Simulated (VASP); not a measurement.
# SnO2 (Pnnm) in VASP: a series of runs, part 2 of 2

VASP 6.6.1. The steps go on from the part before.

## (4) Single point, LDA (atoms shifted along a free coordinate)

Contents of INCAR:

```
SYSTEM = SnO2
PREC     = Accurate       ! precision mode
ENCUT    = 520            ! plane-wave cutoff, eV
EDIFF    = 1E-7           ! SCF threshold, eV
ISMEAR   = 0              ! smearing method
SIGMA    = 0.05           ! smearing width, eV
LREAL    = .False.        ! projectors in reciprocal space
LASPH    = .True.         ! aspherical terms in the spheres
NELM     = 100            ! most SCF steps
ALGO     = Normal         ! electronic algorithm
ISIF     = 2              ! what is computed and relaxed
LWAVE    = .False.        ! write WAVECAR
LCHARG   = .False.        ! write CHGCAR
NBANDS   = 35             ! bands
```

Contents of KPOINTS:

```
regular mesh
0
Gamma
  6 6 8
  0 0 0
```

Contents of POSCAR:

```
SnO2
1.0
    4.5684689812      0.0000000000      0.0000000000
    0.0000000000      4.5689536805      0.0000000000
    0.0000000000      0.0000000000      3.0863613216
Sn O
2 4
Direct
    0.5000000000      0.5000000000      0.5000000000
    0.0000000000      0.0000000000      0.0000000000
    0.3059920358      0.2715746941      0.0000000000
    0.8059920358      0.2284253059      0.5000000000
    0.1940079642      0.7715746941      0.5000000000
    0.6940079642      0.7284253059      0.0000000000
```

Command:

```
$ cat potpaw_LDA.64/Sn_d/POTCAR potpaw_LDA.64/O/POTCAR > POTCAR
$ mpirun -np 1 vasp_std > vasp.out
```

Run time: 2.4 min. Hardware: 1 thread of Intel Xeon 6975P-C (Granite Rapids), shared host; peak memory 0.24 GiB.

The run converged. Its results:

```yaml
Free_energy: -41.0844 eV
Pressure: 28.5 GPa
Largest_force: 3.185 eV/Å
Band_gap_on_the_k_mesh: 2.20 eV
```

Forces on the atoms (eV/Å):
```
Sn   0.000  0.000  0.000
Sn   0.000  0.000  0.000
O    2.304  2.198  0.000
O    2.304 -2.198  0.000
O   -2.304  2.198  0.000
O   -2.304 -2.198  0.000
```

Stress tensor (GPa, compression positive):
```
36.19  0.00  0.00
 0.00 27.70  0.00
 0.00  0.00 21.57
```

Levels at points of the mesh, in eV from the valence-band top:
```tsv
k point	band 23	band 24	band 25	band 26	band 27	band 28	band 29	band 30
(0.00, 0.00, 0.00)	-1.15	-0.89	-0.79	0.00	2.20	6.51	6.51	7.53
(0.50, 0.00, 0.00)	-1.17	-1.17	-0.60	-0.60	5.58	5.58	8.15	8.15
(0.00, 0.50, 0.00)	-1.17	-1.17	-0.47	-0.47	5.42	5.42	7.47	7.47
(0.50, 0.50, 0.00)	-1.32	-1.32	-0.91	-0.91	6.37	6.37	8.25	8.25
(0.00, 0.00, 0.50)	-1.99	-1.99	-1.29	-1.29	7.03	7.03	9.98	9.98
(0.50, 0.00, 0.50)	-1.41	-1.41	-0.42	-0.42	7.34	7.34	8.31	8.31
(0.00, 0.50, 0.50)	-1.09	-1.09	-0.73	-0.73	7.46	7.46	8.39	8.39
(0.50, 0.50, 0.50)	-0.86	-0.86	-0.82	-0.82	4.85	4.85	9.60	9.60
```

Caveat: the cell differs from its parent crystal (atoms shifted along a free coordinate); the cell stands under pressure; spin-orbit coupling is left out, which moves the levels of the heavy elements; forces of over 1 eV/Å act on the atoms, so gaps and moduli don't describe the material at rest.

## (5) Single point, LDA (atoms shifted along a free coordinate)

Contents of INCAR:

```
SYSTEM = SnO2
  ALGO = Normal
  EDIFF = 1E-6
  ENCUT = 520
  GGA = CA
  ISIF = 2
  ISMEAR = 0
  LASPH = .TRUE.
  LCHARG = .FALSE.
  LREAL = .FALSE.
  LWAVE = .FALSE.
  NBANDS = 35
  NELM = 60
  PREC = Accurate
  SIGMA = 0.05
```

Contents of KPOINTS:

```
k-points
0
G
  6 6 8
  0 0 0
```

Contents of POSCAR:

```
SnO2
1.0
    4.6455914113      0.0000000000      0.0000000000
    0.0000000000      4.6460842930      0.0000000000
    0.0000000000      0.0000000000      3.1384636093
Sn O
2 4
Direct
    0.5000000000      0.5000000000      0.5000000000
    0.0000000000      0.0000000000      0.0000000000
    0.3059920358      0.2888605067      0.0000000000
    0.8059920358      0.2111394933      0.5000000000
    0.1940079642      0.7888605067      0.5000000000
    0.6940079642      0.7111394933      0.0000000000
```

Command:

```
$ cat potpaw_LDA.64/Sn_d/POTCAR potpaw_LDA.64/O/POTCAR > POTCAR
$ mpirun -np 1 vasp_std > vasp.out
```

Run time: 2.8 min. Hardware: 1 thread of Intel Xeon 6975P-C (Granite Rapids), shared host; peak memory 0.25 GiB.

The run converged. Its results:

* Free energy: -41.9953 eV
* Pressure: 12.2 GPa
* Largest force: 1.354 eV/Å
* Band gap on the k mesh: 1.64 eV

Forces in eV/Å, atoms in the order of the input:
```
Sn   0.000  0.000  0.000
Sn   0.000  0.000  0.000
O    0.951  0.963  0.000
O    0.951 -0.963  0.000
O   -0.951  0.963  0.000
O   -0.951 -0.963  0.000
```

Stress tensor (GPa, compression positive):
```
13.95  0.00  0.00
 0.00 11.76  0.00
 0.00  0.00 10.80
```

Levels at points of the mesh, in eV from the valence-band top:
```csv
k point,band 23,band 24,band 25,band 26,band 27,band 28,band 29,band 30
"(0.00, 0.00, 0.00)",-1.25,-0.88,-0.83,0.00,1.64,6.24,6.26,6.72
"(0.50, 0.00, 0.00)",-1.23,-1.23,-0.66,-0.66,4.94,4.94,7.43,7.43
"(0.00, 0.50, 0.00)",-1.23,-1.23,-0.58,-0.58,4.84,4.84,7.11,7.11
"(0.50, 0.50, 0.00)",-1.37,-1.37,-0.96,-0.96,5.51,5.51,7.78,7.78
"(0.00, 0.00, 0.50)",-1.89,-1.89,-1.32,-1.32,6.49,6.49,9.77,9.77
"(0.50, 0.00, 0.50)",-1.28,-1.28,-0.63,-0.63,6.76,6.76,8.15,8.15
"(0.00, 0.50, 0.50)",-1.16,-1.16,-0.75,-0.75,6.83,6.83,8.24,8.24
"(0.50, 0.50, 0.50)",-0.93,-0.93,-0.88,-0.88,4.74,4.74,9.13,9.13
```

Caveat: the cell differs from its parent crystal (atoms shifted along a free coordinate); the cell stands under pressure; spin-orbit coupling is left out, which moves the levels of the heavy elements; forces of over 1 eV/Å act on the atoms, so gaps and moduli don't describe the material at rest.

## (6) Single point, LDA (atoms shifted along a free coordinate)

Contents of INCAR:

```
PREC = Accurate
ENCUT = 520
EDIFF = 1E-6
ISMEAR = 0
SIGMA = 0.05
LREAL = F
LASPH = T
NELM = 60
ALGO = Normal
ISIF = 2
LWAVE = F
LCHARG = F
GGA = CA
NBANDS = 35
```

Contents of KPOINTS:

```
regular mesh
0
Gamma
  6 6 8
```

Contents of POSCAR:

```
SnO2
1.0
    4.6455914113      0.0000000000      0.0000000000
    0.0000000000      4.6460842930      0.0000000000
    0.0000000000      0.0000000000      3.1384636093
Sn O
2 4
Direct
    0.5000000000      0.5000000000      0.5000000000
    0.0000000000      0.0000000000      0.0000000000
    0.3059920358      0.2715746941      0.0000000000
    0.8059920358      0.2284253059      0.5000000000
    0.1940079642      0.7715746941      0.5000000000
    0.6940079642      0.7284253059      0.0000000000
```

Potentials or basis: VASP PAW LDA potentials, release 64 (Sn_d, O).

Command:

```
$ cat potpaw_LDA.64/Sn_d/POTCAR potpaw_LDA.64/O/POTCAR > POTCAR
$ mpirun -np 1 vasp_std > vasp.out
```

It took 3.7 min on 1 thread of Intel Xeon 8259CL, shared host; peak memory 0.26 GiB.

Results (log left out):

| Quantity | Value |
| --- | --- |
| Free energy | -41.5146 eV |
| Pressure | 13.2 GPa |
| Largest force | 2.848 eV/Å |
| Band gap on the k mesh | 1.59 eV |

Forces in eV/Å, atoms in the order of the input:
```
Sn   0.000  0.000  0.000
Sn   0.000  0.000  0.000
O    2.006  2.021  0.000
O    2.006 -2.021  0.000
O   -2.006  2.021  0.000
O   -2.006 -2.021  0.000
```

Stress tensor (GPa, compression positive):
```
19.63  0.00  0.00
 0.00 12.30  0.00
 0.00  0.00  7.61
```

Levels at points of the mesh, in eV from the valence-band top:
```tsv
k point	band 24	band 25	band 26	band 27	band 28	band 29
(0.00, 0.00, 0.00)	-0.81	-0.72	0.00	1.59	6.26	6.26
(0.50, 0.00, 0.00)	-1.16	-0.56	-0.56	5.02	5.02	7.83
(0.00, 0.50, 0.00)	-1.15	-0.43	-0.43	4.85	4.85	7.20
(0.50, 0.50, 0.00)	-1.32	-0.85	-0.85	5.76	5.76	7.89
(0.00, 0.00, 0.50)	-1.84	-1.19	-1.19	6.40	6.40	9.51
(0.50, 0.00, 0.50)	-1.28	-0.45	-0.45	6.68	6.68	7.87
(0.00, 0.50, 0.50)	-0.99	-0.77	-0.77	6.80	6.80	7.95
(0.50, 0.50, 0.50)	-0.78	-0.75	-0.75	4.34	4.34	9.42
```

Caveat: the cell differs from its parent crystal (atoms shifted along a free coordinate); the cell stands under pressure; spin-orbit coupling is left out, which moves the levels of the heavy elements; forces of over 1 eV/Å act on the atoms, so gaps and moduli don't describe the material at rest.

## (7) The runs side by side

| cell | gap on the mesh (eV) | pressure (GPa) | largest force (eV/Å) |
| --- | --- | --- | --- |
| a = 4.568, b = 4.569, c = 3.086 Å, 6 atoms, atomic positions A | 2.71 | 37.4 | 4.24 |
| a = 4.568, b = 4.569, c = 3.086 Å, 6 atoms, atomic positions B | 2.45 | 28.7 | 0.42 |
| a = 4.568, b = 4.569, c = 3.086 Å, 6 atoms, atomic positions C | 2.20 | 28.5 | 3.18 |
| a = 4.646, b = 4.646, c = 3.138 Å, 6 atoms, atomic positions D | 1.64 | 12.2 | 1.35 |
| a = 4.646, b = 4.646, c = 3.138 Å, 6 atoms, atomic positions C | 1.59 | 13.2 | 2.85 |

Alike in all rows: task single point; level LDA; potentials or basis VASP PAW LDA potentials, release 64 (Sn_d, O); no spin polarisation; k mesh 6 × 6 × 8; cutoff (eV) 520; smearing gaussian 0.05 eV.

Caveats: the cell stands under pressure; spin-orbit coupling is left out, which moves the levels of the heavy elements; forces of over 1 eV/Å act on the atoms, so gaps and moduli don't describe the material at rest (at least some runs).

Total energies depend on the potentials used, so only differences within one code and one set of settings carry meaning.
